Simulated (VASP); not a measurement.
Wanted: the native input for a VASP 6.6.1 run.

```
Task                   : single point
Functional             : PBE
Potentials or basis    : VASP PAW PBE potentials, release 64 (Sr_sv, Cl)
Cutoff                 : 520 eV
k mesh                 : 8 × 8 × 8
Occupations            : gaussian, width 0.05 eV
Spin                   : no spin polarisation
Dipole correction      : no
Further INCAR settings : ALGO = Normal; EDIFF = 1e-07; NBANDS = 19
```

The structure of SrCl2 lies in POSCAR:

```
SrCl2
1.0
    0.0000000000      3.4730243661      3.4730243661
    3.4730243661      0.0000000000      3.4730243661
    3.4730243661      3.4730243661      0.0000000000
Sr Cl
1 2
Direct
    0.0000000000      0.0000000000      0.0000000000
    0.2500000000      0.2500000000      0.2500000000
    0.7500000000      0.7500000000      0.7500000000
```

This cell differs from its parent crystal: volume scaled by 0.960.

One way to write it, as run:

INCAR

```
ALGO     = Normal         # electronic algorithm
EDIFF    = 1E-7           # SCF threshold, eV
ENCUT    = 520            # plane-wave cutoff, eV
GGA      = PE             # functional
ISIF     = 2              # what is computed and relaxed
ISMEAR   = 0              # smearing method
LASPH    = True           # aspherical terms in the spheres
LCHARG   = False          # write CHGCAR
LREAL    = False          # projectors in reciprocal space
LWAVE    = False          # write WAVECAR
NBANDS   = 19             # bands
NELM     = 60             # most SCF steps
PREC     = Accurate       # precision mode
SIGMA    = 0.05           # smearing width, eV
```

KPOINTS

```
k-points
0
Gamma
  8 8 8
```

Potentials or basis: VASP PAW PBE potentials, release 64 (Sr_sv, Cl).

Run with:

```sh
$ cat potpaw_PBE.64/Sr_sv/POTCAR potpaw_PBE.64/Cl/POTCAR > POTCAR
$ mpirun -np 1 vasp_std > vasp.out
```

It gave:

```
Pressure               : 1.6 GPa
Band gap on the k mesh : 5.39 eV, indirect (least direct gap 5.50 eV)
```

Wall time 43 s on 1 thread of Intel(R) Xeon(R) Platinum 8259CL CPU @ 2.50GHz (Skylake/Cascade Lake) (shared host), peak memory 0.25 GiB.
